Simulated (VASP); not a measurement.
A run of VASP 6.6.1 is set up as follows.

The input INCAR:

```
SYSTEM = GaAs
PREC     = Accurate       ! precision mode
ENCUT    = 520            ! plane-wave cutoff, eV
EDIFF    = 1E-6           ! SCF threshold, eV
ISMEAR   = -1             ! smearing method
SIGMA    = 0.02           ! smearing width, eV
LREAL    = .FALSE.        ! projectors in reciprocal space
LASPH    = .TRUE.         ! aspherical terms in the spheres
NELM     = 60             ! most SCF steps
ALGO     = Normal         ! electronic algorithm
ISIF     = 2              ! what is computed and relaxed
LWAVE    = .FALSE.        ! write WAVECAR
LCHARG   = .FALSE.        ! write CHGCAR
GGA      = PE             ! functional
NBANDS   = 16             ! bands
```

Contents of KPOINTS:

```
regular mesh
0
G
  8 8 8
  0 0 0
```

The input POSCAR:

```
GaAs
1.0
    0.0000000000      2.8999439551      2.8999439551
    2.8999439551      0.0000000000      2.8999439551
    2.8999439551      2.8999439551      0.0000000000
Ga As
1 1
Direct
    0.0000000000      0.0000000000      0.0000000000
    0.2500000000      0.2500000000      0.2500000000
```

Potentials or basis: VASP PAW PBE potentials, release 64 (Ga_d, As).

Launch:

```sh
$ cat potpaw_PBE.64/Ga_d/POTCAR potpaw_PBE.64/As/POTCAR > POTCAR
$ mpirun -np 1 vasp_std > vasp.out
```

Estimate the pressure.

-1.4 GPa.

What does it give for the band gap on the k mesh?

Zero (filled and empty bands touch).

Caveat: the cell differs from its parent crystal (strain +2.4%).
